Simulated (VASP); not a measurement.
A run of VASP 6.6.1 is set up as follows.

INCAR

```
SYSTEM = Se
PREC = Accurate ; ENCUT = 520
EDIFF = 1E-7 ; ISMEAR = -1
SIGMA = 0.05 ; LREAL = .False.
LASPH = .True. ; NELM = 100
ALGO = Normal ; ISIF = 2
LWAVE = .False. ; LCHARG = .False.
GGA = PS ; NBANDS = 13
```

File KPOINTS:

```
Automatic mesh
0
Gamma
  19 19 19
  0 0 0
```

File POSCAR:

```
Se
1.0
   -2.0021272144      2.0021272144      1.0635213925
    2.0021272144     -2.0021272144      1.0635213925
    2.0021272144      2.0021272144     -1.0635213925
Se
2
Direct
   -0.3750000000     -0.1250000000     -0.2500000000
    0.3750000000      0.1250000000      0.2500000000
```

Potentials or basis: VASP PAW PBE potentials, release 64 (Se).

Launch:

```bash
$ cat potpaw_PBE.64/Se/POTCAR > POTCAR
$ mpirun -np 1 vasp_std > vasp.out
```

(1) Estimate the pressure.

(2) Predict the band gap on the k mesh.

Answers

(1) 463.5 GPa.

(2) zero (band 6 reaches 30.85 eV, above the bottom of band 7 at 17.34 eV).

Caveat: the PAW data sets were made with another functional, which shifts forces and pressure a little.
